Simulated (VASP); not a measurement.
# Cr (Fddd) in VASP: single point with r2SCAN

Aim: the single point of Cr with r2SCAN.

Everything below comes from runs of VASP 6.6.1. Logs are shortened: lines on timing, memory, paths and dates and some standing lists are left out, and cuts for length are marked.

## (1) The cell of the first run

Symmetry: Fddd, No. 70, orthorhombic system. The conventional cell has a = 2.458 Å, b = 5.086 Å, c = 8.261 Å, α = 90.00°, β = 90.00°, γ = 90.00°. Within 3.2 Å of Cr (site symmetry 222) lie 14 Cr at 2.46 to 3.05 Å.

## (2) Single point, r2SCAN (12.91 Å³/atom)

File POSCAR:

```
Cr
1.0
   -1.7981143412      1.7981095746      1.2289496913
    1.7981095746     -1.7981143412      1.2289496913
    2.9205712364      2.9205712364     -1.2289584215
Cr
2
Direct
    0.9999994052      0.0000005948      0.0000000000
    0.7500005948      0.2499994052      0.5000000000
```

File INCAR.step1:

```
SYSTEM = Cr
PREC = Accurate
ENCUT = 520
ISMEAR = -1
SIGMA = 0.1
LREAL = .FALSE.
LASPH = .TRUE.
NELM = 60
ISYM = 0
NBANDS = 19
GGA = PE
ALGO = Normal
EDIFF = 1E-4
LWAVE = .TRUE.
LCHARG = .FALSE.
```

File INCAR.step2:

```
SYSTEM = Cr
PREC = Accurate
ENCUT = 520
EDIFF = 1E-6
ISMEAR = -1
SIGMA = 0.1
LREAL = .FALSE.
LASPH = .TRUE.
NELM = 60
ALGO = Normal
ISIF = 2
LWAVE = .FALSE.
LCHARG = .TRUE.
METAGGA = R2SCAN
LMIXTAU = .TRUE.
LELF = .TRUE.
LVHAR = .TRUE.
ISYM = 0
NBANDS = 19
ISTART = 1
```

File KPOINTS:

```
Automatic mesh
0
G
  17 17 9
  0 0 0
```

Potentials or basis: VASP PAW PBE potentials, release 64 (Cr_pv).

Launch:

```bash
$ cat potpaw_PBE.64/Cr_pv/POTCAR > POTCAR
$ cp INCAR.step1 INCAR
$ mpirun -np 1 vasp_std > vasp.out
$ cp INCAR.step2 INCAR
$ mpirun -np 1 vasp_std > vasp.out
```

OUTCAR:

```text
SYSTEM = Cr
   PREC = Accurate
   ENCUT = 520
   EDIFF = 1E-6
   ISMEAR = -1
   LREAL = .FALSE.
   LASPH = .TRUE.
   NELM = 60
   ISIF = 2
   METAGGA = R2SCAN
   ISYM = 0
   ISTART = 1

 ion  position               nearest neighbor table
   1  1.000  0.000  0.000-   2 2.50   2 2.50   2 2.50   2 2.50   2 3.05   2 3.05   2 3.05   2 3.05

   2  0.750  0.250  0.500-   1 2.50   1 2.50   1 2.50   1 2.50   1 3.05   1 3.05   1 3.05   1 3.05

IMPORTANT INFORMATION: All symmetrisations will be switched off!
NOSYMM: (Re-)initialisation of all symmetry stuff for point group C_1.

----------------------------------------------------------------------------------------

                                     Primitive cell

  volume of cell :      25.8154

  direct lattice vectors                    reciprocal lattice vectors
    -1.798114341  1.798109575  1.228949691    -0.053434354  0.224635095  0.406851811
     1.798109575 -1.798114341  1.228949691     0.224635095 -0.053434354  0.406851811
     2.920571236  2.920571236 -1.228958422     0.171199525  0.171199525  0.000000664

  length of vectors
     2.824310636  2.824310636  4.309270413     0.467808243  0.467808243  0.242112690

  position of ions in fractional coordinates (direct lattice)
     0.999999405  0.000000595  0.000000000
     0.750000595  0.249999405  0.500000000

  ion indices of the primitive-cell ions
   primitive index   ion index
                 1           1
                 2           2

----------------------------------------------------------------------------------------

 KPOINTS: Automatic mesh

Automatic generation of k-mesh.
 Grid dimensions read from file:
 generate k-points for:   17   17    9

 Generating k-lattice:

  Cartesian coordinates                     Fractional coordinates (reciprocal lattice)
    -0.003143197  0.013213829  0.023932459     0.058823529  0.000000000 -0.000000000
     0.013213829 -0.003143197  0.023932459     0.000000000  0.058823529 -0.000000000
     0.019022169  0.019022169  0.000000074     0.000000000  0.000000000  0.111111111

  Length of vectors
     0.027518132  0.027518132  0.026901410

  Shift w.r.t. Gamma in fractional coordinates (k-lattice)
     0.000000000  0.000000000  0.000000000

 -----------------------------------------------------------------------------
|                                                                             |
|           W    W    AA    RRRRR   N    N  II  N    N   GGGG   !!!           |
|           W    W   A  A   R    R  NN   N  II  NN   N  G    G  !!!           |
|           W    W  A    A  R    R  N N  N  II  N N  N  G       !!!           |
|           W WW W  AAAAAA  RRRRR   N  N N  II  N  N N  G  GGG   !            |
|           WW  WW  A    A  R   R   N   NN  II  N   NN  G    G                |
|           W    W  A    A  R    R  N    N  II  N    N   GGGG   !!!           |
|                                                                             |
|     Your reciprocal lattice and k-lattice belong to different lattice       |
|     classes:                                                                |
|                                                                             |
|        The reciprocal lattice is body-centered orthorhombic,                |
|        whereas your k-lattice is base-centered monoclinic.                  |
|                                                                             |
|     Results are often still useful ...                                      |
|                                                                             |
 -----------------------------------------------------------------------------

 WARNING: IBZKPT: internal override: KBLOWUP is changed to .FALSE.
      ... skipping the blow-up phase ...

 Subroutine IBZKPT returns following result:
 ===========================================

 Found   1301 irreducible k-points:

 Following reciprocal coordinates:
            Coordinates               Weight
  0.000000  0.000000  0.000000      1.000000
  0.058824  0.000000  0.000000      2.000000
  0.117647  0.000000  0.000000      2.000000
  0.176471  0.000000 -0.000000      2.000000
  0.235294  0.000000  0.000000      2.000000
  0.294118  0.000000  0.000000      2.000000
[... 16 lines left out ...]
 -0.235294  0.058824 -0.000000      2.000000
 -0.176471  0.058824  0.000000      2.000000
 [... further k-points ...]
   k-points           NKPTS =   1301   k-points in BZ     NKDIM =   1301   number of bands    NBANDS=     19
   number of dos      NEDOS =    301   number of ions     NIONS =      2
   total plane-waves  NPLWV =  18432
   dimension x,y,z NGX =    24 NGY =   24 NGZ =   32
   dimension x,y,z NGXF=    48 NGYF=   48 NGZF=   64
   ions per type =               2
   NGX,Y,Z   is equivalent  to a cutoff of  14.13, 14.13, 12.35 a.u.
   NGXF,Y,Z  is equivalent  to a cutoff of  28.25, 28.25, 24.69 a.u.
 SYSTEM =  Cr
   PREC   = accura    normal or accurate (medium, high low for compatibility)
   ISTART =      1    job   : 0-new  1-cont  2-samecut
   ICHARG =      0    charge: 1-file 2-atom 10-const
   ISPIN  =      1    spin polarized calculation?
   LNONCOLLINEAR =      F non collinear calculations
   LSORBIT =      F    spin-orbit coupling
   LASPH  =      T    aspherical Exc in radial PAW
   ENCUT  =  520.0 eV  38.22 Ry    6.18 a.u.   5.25  5.25  8.01*2*pi/ulx,y,z
   NELM   =     60;   NELMIN=  2; NELMDL=  0     # of ELM steps
   EDIFF  = 0.1E-05   stopping-criterion for ELM
   LREAL  =      F    real-space projection
   EDIFFG = 0.1E-04   stopping-criterion for IOM
   NSW    =      0    number of steps for IOM
   IBRION =     -1    ionic relax: 0-MD 1-quasi-New 2-CG
   NFREE  =      0    steps in history (QN), initial steepest desc. (CG)
   ISIF   =      2    stress and relaxation
   ISYM   =      0    0-nonsym 1-usesym 2-fastsym
   POTIM  = 0.5000    time-step for ionic-motion
   TEBEG  =    0.0;   TEEND  =   0.0 temperature during run
   PSTRESS=    0.0 pullay stress
   NELECT =      24.0000    total number of electrons
   NUPDOWN=      -1.0000    fix difference up-down
   EMIN   =  10.00;   EMAX   =-10.00  energy-range for DOS
   EFERMI =   0.00;   METHOD = LEGACY
   ISMEAR =    -1;   SIGMA  =   0.10  broadening in eV -4-tet -1-fermi 0-gaus
   EFERMI_NEDOS =   21; number of points for ismear=-14 and -15
   IALGO  =     38    algorithm
   IMIX   =      4    mixing-type and parameters
     AMIX     =   0.40;   BMIX     =  1.00
     AMIX_MAG =   1.60;   BMIX_MAG =  1.00
  volume/ion in A,a.u.               =      12.91        87.11
  Fermi-wavevector in a.u.,A,eV,Ry     =   1.597788  3.019381 34.734673  2.552926
  Thomas-Fermi vector in A             =   2.695339
   LORBIT       =      0    0 simple, 1 ext, 2 COOP (PROOUT), +10 PAW based schemes
   METAGGA = R2SCAN    functional components
   LHFCALC =     F    Hartree Fock is set to
   AEXX    =    0.0000 exact exchange contribution
   IVDW    =     0    specifies the selected vdW correction
   LEPSILON=     F    determine dielectric tensor
   LRPA    =     F    only Hartree local field effects (RPA)
 non-spin polarized calculation
  energy-cutoff  :      520.00
  volume of cell :       25.82
 maximum number of plane-waves:       714
 NGX is ok and might be reduce to    24
   NGX = 11   NGY = 11   NGZ = 15

 number of electron      23.9999994 magnetization

 Free energy of the ion-electron system (eV)
  ---------------------------------------------------
  ext. energy  EPLUGINS =         0.00000000
  ---------------------------------------------------
  free energy    TOTEN  =       -28.99047465 eV

  energy without entropy =      -28.93549487  energy(sigma->0) =      -28.96298476

 E-fermi :   9.2845     XC(G=0): -14.2406

 val. band max:        9.2823803915   @ k =   0.1176   0.1176   0.3333
 cond. band min:       9.2852744675   @ k =   0.4118   0.1176   0.1111
 fundamental gap:      0.0028940760
 Fermi energy:         9.2844699515

 k-point     1 :       0.0000    0.0000    0.0000
  band No.  band energies     occupation
      1     -35.7184      2.00000
      2     -35.2904      2.00000
      3     -35.0786      2.00000
      4     -34.9861      2.00000
      5     -34.9818      2.00000
      6     -34.9276      2.00000
[... 11 lines left out ...]
     18      11.6350      0.00000
     19      12.4624      0.00000

 k-point     2 :       0.0588    0.0000    0.0000
  band No.  band energies     occupation
      1     -35.7098      2.00000
      2     -35.2919      2.00000
      3     -35.0827      2.00000
      4     -35.0087      2.00000
      5     -35.0060      2.00000
      6     -34.9291      2.00000
[... 11 lines left out ...]
     18      11.9339      0.00000
     19      12.4637      0.00000

 k-point     3 :       0.1176    0.0000    0.0000
  band No.  band energies     occupation
      1     -35.6852      2.00000
      2     -35.2964      2.00000
      3     -35.1049      2.00000
      4     -35.0729      2.00000
      5     -35.0634      2.00000
      6     -34.9345      2.00000
[... 11 lines left out ...]
     18      12.4471      0.00000
     19      12.5401      0.00000

 k-point     4 :       0.1765    0.0000   -0.0000
  band No.  band energies     occupation
      1     -35.6487      2.00000
      2     -35.3057      2.00000
      3     -35.1920      2.00000
      4     -35.1681      2.00000
      5     -35.0934      2.00000
      6     -34.9436      2.00000
[... 11 lines left out ...]
     18      12.4511      0.00000
     19      12.5386      0.00000

 k-point     5 :       0.2353    0.0000    0.0000
  band No.  band energies     occupation
      1     -35.6075      2.00000
      2     -35.3515      2.00000
      3     -35.2835      2.00000
      4     -35.2713      2.00000
      5     -35.1135      2.00000
      6     -34.9553      2.00000
[... 11 lines left out ...]
     18      12.4504      0.00000
     19      12.5364      0.00000

 k-point     6 :       0.2941    0.0000    0.0000
  band No.  band energies     occupation
      1     -35.5769      2.00000
      2     -35.4671      2.00000
      3     -35.3836      2.00000
      4     -35.2873      2.00000
      5     -35.1350      2.00000
      6     -34.9685      2.00000
[... 11 lines left out ...]
     18      12.4498      0.00000
     19      12.5336      0.00000

 k-point     7 :       0.3529    0.0000    0.0000
  band No.  band energies     occupation
      1     -35.6035      2.00000
      2     -35.5639      2.00000
      3     -35.4403      2.00000
      4     -35.2799      2.00000
      5     -35.1580      2.00000
      6     -34.9819      2.00000
[... 11 lines left out ...]
     18      12.4520      0.00000
     19      12.5309      0.00000

 k-point     8 :       0.4118    0.0000    0.0000
  band No.  band energies     occupation
      1     -35.6799      2.00000
      2     -35.6236      2.00000
      3     -35.4433      2.00000
      4     -35.2610      2.00000
      5     -35.1821      2.00000
      6     -34.9936      2.00000
[... 256 lines left out ...]
 k-point    20 :      -0.4118    0.0588    0.0000
  band No.  band energies     occupation
      1     -35.6153      2.00000
      2     -35.5657      2.00000
      3     -35.4308      2.00000
      4     -35.2688      2.00000
      5     -35.1952      2.00000
      6     -34.9971      2.00000
[... 11 lines left out ...]
     18      12.4528      0.00000
     19      12.5386      0.00000

 k-point    21 :      -0.3529    0.0588   -0.0000
  band No.  band energies     occupation
      1     -35.5706      2.00000
      2     -35.4802      2.00000
      3     -35.3798      2.00000
      4     -35.2899      2.00000
      5     -35.1696      2.00000
      6     -34.9854      2.00000
[... 11 lines left out ...]
     18      12.4504      0.00000
     19      12.5351      0.00000

 k-point    22 :      -0.2941    0.0588    0.0000
  band No.  band energies     occupation
      1     -35.5887      2.00000
      2     -35.3738      2.00000
      3     -35.2899      2.00000
      4     -35.2789      2.00000
      5     -35.1423      2.00000
      6     -34.9717      2.00000
[... 11 lines left out ...]
     18      12.4512      0.00000
     19      12.5358      0.00000

 k-point    23 :      -0.2353    0.0588   -0.0000
  band No.  band energies     occupation
      1     -35.6269      2.00000
      2     -35.3280      2.00000
      3     -35.2167      2.00000
      4     -35.1730      2.00000
      5     -35.1111      2.00000
      6     -34.9575      2.00000
[... 11 lines left out ...]
     18      12.4529      0.00000
     19      12.5375      0.00000

 k-point    24 :      -0.1765    0.0588    0.0000
  band No.  band energies     occupation
      1     -35.6656      2.00000
      2     -35.3164      2.00000
      3     -35.1410      2.00000
      4     -35.0801      2.00000
      5     -35.0636      2.00000
      6     -34.9439      2.00000
[... 11 lines left out ...]
     18      12.4544      0.00000
     19      12.5391      0.00000

 [... further k-points ...]

------------------------ aborting loop because EDIFF is reached ----------------------------------------

  FORCE on cell =-STRESS in cart. coord.  units (eV):
  Direction    XX          YY          ZZ          XY          YZ          ZX
  --------------------------------------------------------------------------------------
  -------------------------------------------------------------------------------------
  Total       -3.7359406     -3.7359443     -3.6897654     -0.1111361     -0.0000024      0.0000006
  in kB     -231.8634388   -231.8636682   -228.9976711     -6.8974339     -0.0001475      0.0000362
  external PRESSURE =    -230.9082593 kB  Pullay stress =       0.0000000 kB

 VOLUME and BASIS-vectors are now :
 -----------------------------------------------------------------------------
  energy-cutoff  :      520.00
  volume of cell :       25.82
      direct lattice vectors                 reciprocal lattice vectors
    -1.798114341  1.798109575  1.228949691    -0.053434354  0.224635095  0.406851811
     1.798109575 -1.798114341  1.228949691     0.224635095 -0.053434354  0.406851811
     2.920571236  2.920571236 -1.228958422     0.171199525  0.171199525  0.000000664

 POSITION                                       TOTAL-FORCE (eV/Angst)
 -----------------------------------------------------------------------------------
     -1.79811      1.79811      1.22895        -0.000506      0.000502      0.000001
      0.56123      2.35934      0.61447         0.000506     -0.000502     -0.000001
 -----------------------------------------------------------------------------------
    total drift:                               -0.000004      0.000000      0.000001

  FREE ENERGIE OF THE ION-ELECTRON SYSTEM (eV)
  ---------------------------------------------------
  free  energy   TOTEN  =       -28.9904746485 eV

  energy  without entropy=      -28.9354948747  energy(sigma->0) =      -28.96298476
```

Run time: 75 min. Hardware: 1 thread of Oxide Virtual Turin-like, shared host; peak memory 0.55 GiB.

Results:

```yaml
Free_energy: -28.9905 eV
Pressure: -23.1 GPa
Band_gap_on_the_k_mesh: zero (bands 12 and 13 overlap by 0.87 eV)
```

Stress tensor (GPa, compression positive):
```
-23.19  -0.69   0.00
 -0.69 -23.19   0.00
  0.00   0.00 -22.90
```

Caveat: the cell stands under tension; the PAW data sets were made with another functional, which shifts forces and pressure a little; the run has no spin polarisation, though such a crystal can be magnetic. Spin polarisation is off, so any magnetic state and its effect on volume and gap are missing.
